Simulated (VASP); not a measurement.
# MgS (x) (F-43m) in VASP: single point with PBEsol

Aim: the single point of MgS (x) with PBEsol.

Program: VASP 6.6.1. These are calculated values, not measurements. Logs are shortened: lines on timing, memory, paths and dates and some standing lists are left out, and cuts for length are marked.

### 1 The cell of the first run

It takes space group F-43m (No. 216, cubic). Conventional cell: a = 5.620 Å, b = 5.620 Å, c = 5.620 Å, α = 90.00°, β = 90.00°, γ = 90.00°. Mg (site symmetry -43m) has 4 S at 2.43 Å within 3.2 Å. Within 3.2 Å of S (site symmetry -43m) lie 4 Mg at 2.43 Å.

### 2 Single point, PBEsol

Input file INCAR:

```
  PREC = Accurate
  ENCUT = 600
  EDIFF = 1E-6
  ISMEAR = 0
  SIGMA = 0.01
  LREAL = F
  LASPH = T
  NELM = 120
  ALGO = Normal
  ISIF = 2
  LWAVE = F
  LCHARG = F
  GGA = PS
  NBANDS = 11
  GGA_COMPAT = F
```

Input file KPOINTS:

```
regular mesh
0
Gamma
  6 6 6
```

Input file POSCAR:

```
MgS
1.0
    0.0000000000      2.8100000000      2.8100000000
    2.8100000000      0.0000000000      2.8100000000
    2.8100000000      2.8100000000      0.0000000000
Mg S
1 1
Direct
    0.0000000000      0.0000000000      0.0000000000
    0.2500000000      0.2500000000      0.2500000000
```

Potentials or basis: VASP PAW PBE potentials, release 64 (Mg, S).

Started as:

```bash
> cat potpaw_PBE.64/Mg/POTCAR potpaw_PBE.64/S/POTCAR > POTCAR
> mpirun -np 1 vasp_std > vasp.out
```

OUTCAR:

```text
PREC = Accurate
   ENCUT = 600
   EDIFF = 1E-6
   ISMEAR = 0
   LREAL = F
   LASPH = T
   NELM = 120
   ISIF = 2
   GGA = PS

 ion  position               nearest neighbor table
   1  0.000  0.000  0.000-   2 2.43   2 2.43   2 2.43   2 2.43
   2  0.250  0.250  0.250-   1 2.43   1 2.43   1 2.43   1 2.43

  LATTYP: Found a face centered cubic cell.
 ALAT       =     5.6200000000

  Lattice vectors:

 A1 = (   0.0000000000,   2.8100000000,   2.8100000000)
 A2 = (   2.8100000000,   0.0000000000,   2.8100000000)
 A3 = (   2.8100000000,   2.8100000000,   0.0000000000)

Analysis of symmetry for initial positions (statically):
=====================================================================
 Subroutine PRICEL returns:
 Original cell was already a primitive cell.

 Routine SETGRP: Setting up the symmetry group for a
 face centered cubic supercell.

 Subroutine GETGRP returns: Found 24 space group operations
 (whereof 24 operations were pure point group operations)
 out of a pool of 48 trial point group operations.

The static configuration has the point symmetry T_d .

Analysis of symmetry for dynamics (positions and initial velocities):
=====================================================================
 Subroutine PRICEL returns:
 Original cell was already a primitive cell.

 Routine SETGRP: Setting up the symmetry group for a
 face centered cubic supercell.

 Subroutine GETGRP returns: Found 24 space group operations
 (whereof 24 operations were pure point group operations)
 out of a pool of 48 trial point group operations.

The dynamic configuration has the point symmetry T_d .

 Subroutine INISYM returns: Found 24 space group operations
 (whereof 24 operations are pure point group operations),
 and found     1 'primitive' translations

----------------------------------------------------------------------------------------

                                     Primitive cell

  volume of cell :      44.3761

  direct lattice vectors                    reciprocal lattice vectors
     0.000000000  2.810000000  2.810000000    -0.177935943  0.177935943  0.177935943
     2.810000000  0.000000000  2.810000000     0.177935943 -0.177935943  0.177935943
     2.810000000  2.810000000  0.000000000     0.177935943  0.177935943 -0.177935943

  length of vectors
     3.973940110  3.973940110  3.973940110     0.308194094  0.308194094  0.308194094

  position of ions in fractional coordinates (direct lattice)
     0.000000000  0.000000000  0.000000000
     0.250000000  0.250000000  0.250000000

  ion indices of the primitive-cell ions
   primitive index   ion index
                 1           1
                 2           2

----------------------------------------------------------------------------------------

 KPOINTS: regular mesh

Automatic generation of k-mesh.
 Grid dimensions read from file:
 generate k-points for:    6    6    6

 Generating k-lattice:

  Cartesian coordinates                     Fractional coordinates (reciprocal lattice)
    -0.029655991  0.029655991  0.029655991     0.166666667  0.000000000  0.000000000
     0.029655991 -0.029655991  0.029655991     0.000000000  0.166666667  0.000000000
     0.029655991  0.029655991 -0.029655991     0.000000000  0.000000000  0.166666667

  Length of vectors
     0.051365682  0.051365682  0.051365682

  Shift w.r.t. Gamma in fractional coordinates (k-lattice)
     0.000000000  0.000000000  0.000000000

 Subroutine IBZKPT returns following result:
 ===========================================

 Found     16 irreducible k-points:

 Following reciprocal coordinates:
            Coordinates               Weight
  0.000000  0.000000  0.000000      1.000000
  0.166667  0.000000  0.000000      8.000000
  0.333333  0.000000  0.000000      8.000000
  0.500000  0.000000  0.000000      4.000000
  0.166667  0.166667  0.000000      6.000000
  0.333333  0.166667  0.000000     24.000000
[... 8 lines left out ...]
 -0.333333  0.333333  0.166667     24.000000
 -0.333333  0.500000  0.166667     12.000000
   k-points           NKPTS =     16   k-points in BZ     NKDIM =     16   number of bands    NBANDS=     11
   number of dos      NEDOS =    301   number of ions     NIONS =      2
   total plane-waves  NPLWV =  32768
   dimension x,y,z NGX =    32 NGY =   32 NGZ =   32
   dimension x,y,z NGXF=    64 NGYF=   64 NGZF=   64
   ions per type =               1   1
   NGX,Y,Z   is equivalent  to a cutoff of  13.39, 13.39, 13.39 a.u.
   NGXF,Y,Z  is equivalent  to a cutoff of  26.77, 26.77, 26.77 a.u.
 SYSTEM =  unknown system
   PREC   = accura    normal or accurate (medium, high low for compatibility)
   ISTART =      0    job   : 0-new  1-cont  2-samecut
   ICHARG =      2    charge: 1-file 2-atom 10-const
   ISPIN  =      1    spin polarized calculation?
   LNONCOLLINEAR =      F non collinear calculations
   LSORBIT =      F    spin-orbit coupling
   LASPH  =      T    aspherical Exc in radial PAW
   ENCUT  =  600.0 eV  44.10 Ry    6.64 a.u.   7.94  7.94  7.94*2*pi/ulx,y,z
   NELM   =    120;   NELMIN=  2; NELMDL= -5     # of ELM steps
   EDIFF  = 0.1E-05   stopping-criterion for ELM
   LREAL  =      F    real-space projection
   EDIFFG = 0.1E-04   stopping-criterion for IOM
   NSW    =      0    number of steps for IOM
   IBRION =     -1    ionic relax: 0-MD 1-quasi-New 2-CG
   NFREE  =      0    steps in history (QN), initial steepest desc. (CG)
   ISIF   =      2    stress and relaxation
   ISYM   =      2    0-nonsym 1-usesym 2-fastsym
   POTIM  = 0.5000    time-step for ionic-motion
   TEBEG  =    0.0;   TEEND  =   0.0 temperature during run
   PSTRESS=    0.0 pullay stress
   NELECT =       8.0000    total number of electrons
   NUPDOWN=      -1.0000    fix difference up-down
   EMIN   =  10.00;   EMAX   =-10.00  energy-range for DOS
   EFERMI =   0.00;   METHOD = LEGACY
   ISMEAR =     0;   SIGMA  =   0.01  broadening in eV -4-tet -1-fermi 0-gaus
   EFERMI_NEDOS =   21; number of points for ismear=-14 and -15
   IALGO  =     38    algorithm
   IMIX   =      4    mixing-type and parameters
     AMIX     =   0.40;   BMIX     =  1.00
     AMIX_MAG =   1.60;   BMIX_MAG =  1.00
  volume/ion in A,a.u.               =      22.19       149.73
  Fermi-wavevector in a.u.,A,eV,Ry     =   0.924816  1.747648 11.636845  0.855284
  Thomas-Fermi vector in A             =   2.050602
   LORBIT       =      0    0 simple, 1 ext, 2 COOP (PROOUT), +10 PAW based schemes
   GGA     = PS    functional components
   LHFCALC =     F    Hartree Fock is set to
   AEXX    =    0.0000 exact exchange contribution
   IVDW    =     0    specifies the selected vdW correction
   LEPSILON=     F    determine dielectric tensor
   LRPA    =     F    only Hartree local field effects (RPA)
 non-spin polarized calculation
 Gauss-broadening in eV      SIGMA  =   0.01
  energy-cutoff  :      600.00
  volume of cell :       44.38
 maximum number of plane-waves:      1492
   NGX = 15   NGY = 15   NGZ = 15

 number of electron       7.9999999 magnetization

 Free energy of the ion-electron system (eV)
  ---------------------------------------------------
  ext. energy  EPLUGINS =         0.00000000
  ---------------------------------------------------
  free energy    TOTEN  =        -8.91536488 eV

  energy without entropy =       -8.91536488  energy(sigma->0) =       -8.91536488

 E-fermi :   1.2076     XC(G=0):  -8.6628

 val. band max:        1.1422436605   @ k =   0.0000   0.0000   0.0000
 cond. band min:       4.5472011838   @ k =   0.0000   0.0000   0.0000
 fundamental gap:      3.4049575233
 Fermi energy:         1.2075874798

 k-point     1 :       0.0000    0.0000    0.0000
  band No.  band energies     occupation
      1     -10.2021      2.00000
      2       1.1422      2.00000
      3       1.1422      2.00000
      4       1.1422      2.00000
      5       4.5472      0.00000
      6       9.0711      0.00000
      7       9.0711      0.00000
      8       9.0711      0.00000
      9      11.9720      0.00000
     10      11.9720      0.00000
     11      14.8691      0.00000

 k-point     2 :       0.1667    0.0000    0.0000
  band No.  band energies     occupation
      1     -10.0416      2.00000
      2       0.0255      2.00000
      3       1.0494      2.00000
      4       1.0494      2.00000
      5       5.5727      0.00000
      6       8.8222      0.00000
      7       9.3274      0.00000
      8       9.3274      0.00000
      9      11.3504      0.00000
     10      11.3504      0.00000
     11      13.8256      0.00000

 k-point     3 :       0.3333    0.0000    0.0000
  band No.  band energies     occupation
      1      -9.6808      2.00000
      2      -1.4838      2.00000
      3       0.8814      2.00000
      4       0.8814      2.00000
      5       6.2472      0.00000
      6       9.0162      0.00000
      7       9.0162      0.00000
      8       9.2851      0.00000
      9      12.3457      0.00000
     10      12.3457      0.00000
     11      13.2032      0.00000

 k-point     4 :       0.5000    0.0000    0.0000
  band No.  band energies     occupation
      1      -9.4741      2.00000
      2      -2.1188      2.00000
      3       0.8047      2.00000
      4       0.8047      2.00000
      5       6.2161      0.00000
      6       8.7139      0.00000
      7       8.7139      0.00000
      8       9.6707      0.00000
      9      14.0229      0.00000
     10      14.3855      0.00000
     11      14.3855      0.00000
[... 127 lines left out ...]
 k-point    14 :       0.5000    0.3333    0.1667
  band No.  band energies     occupation
      1      -9.4341      2.00000
      2      -1.3938      2.00000
      3      -0.2298      2.00000
      4       0.4173      2.00000
      5       6.7058      0.00000
      6       8.2318      0.00000
      7       8.6006      0.00000
      8      10.9541      0.00000
      9      11.8449      0.00000
     10      14.7546      0.00000
     11      15.5710      0.00000

 k-point    15 :      -0.3333    0.3333    0.1667
  band No.  band energies     occupation
      1      -9.2938      2.00000
      2      -1.5007      2.00000
      3      -0.5980      2.00000
      4       0.2039      2.00000
      5       6.7783      0.00000
      6       8.1592      0.00000
      7       9.5785      0.00000
      8      10.4206      0.00000
      9      12.4019      0.00000
     10      14.2217      0.00000
     11      15.5208      0.00000

 k-point    16 :      -0.3333    0.5000    0.1667
  band No.  band energies     occupation
      1      -9.2317      2.00000
      2      -1.4523      2.00000
      3      -0.4875      2.00000
      4      -0.1830      2.00000
      5       5.9709      0.00000
      6       7.9583      0.00000
      7      10.5190      0.00000
      8      10.5791      0.00000
      9      13.7397      0.00000
     10      15.0320      0.00000
     11      15.1166      0.00000

------------------------ aborting loop because EDIFF is reached ----------------------------------------

  FORCE on cell =-STRESS in cart. coord.  units (eV):
  Direction    XX          YY          ZZ          XY          YZ          ZX
  --------------------------------------------------------------------------------------
  -------------------------------------------------------------------------------------
  Total        0.2635022      0.2635022      0.2635022      0.0000000      0.0000000      0.0000000
  in kB        9.5136224      9.5136224      9.5136224      0.0000000      0.0000000      0.0000000
  external PRESSURE =       9.5136224 kB  Pullay stress =       0.0000000 kB

 VOLUME and BASIS-vectors are now :
 -----------------------------------------------------------------------------
  energy-cutoff  :      600.00
  volume of cell :       44.38
      direct lattice vectors                 reciprocal lattice vectors
     0.000000000  2.810000000  2.810000000    -0.177935943  0.177935943  0.177935943
     2.810000000  0.000000000  2.810000000     0.177935943 -0.177935943  0.177935943
     2.810000000  2.810000000  0.000000000     0.177935943  0.177935943 -0.177935943

 POSITION                                       TOTAL-FORCE (eV/Angst)
 -----------------------------------------------------------------------------------
      0.00000      0.00000      0.00000         0.000000      0.000000      0.000000
      1.40500      1.40500      1.40500        -0.000000     -0.000000     -0.000000
 -----------------------------------------------------------------------------------
    total drift:                               -0.000000     -0.000000     -0.000000

  FREE ENERGIE OF THE ION-ELECTRON SYSTEM (eV)
  ---------------------------------------------------
  free  energy   TOTEN  =        -8.9153648763 eV

  energy  without entropy=       -8.9153648763  energy(sigma->0) =       -8.91536488
```

Wall time 25 s (1 thread of Intel Xeon 8259CL, shared host); peak memory 0.17 GiB.

Results:

* Free energy: -8.9154 eV
* Pressure: 1.0 GPa
* Band gap on the k mesh: 3.40 eV, direct

Caveat: the PAW data sets were made with another functional, which shifts forces and pressure a little. A k mesh can miss the band edges.
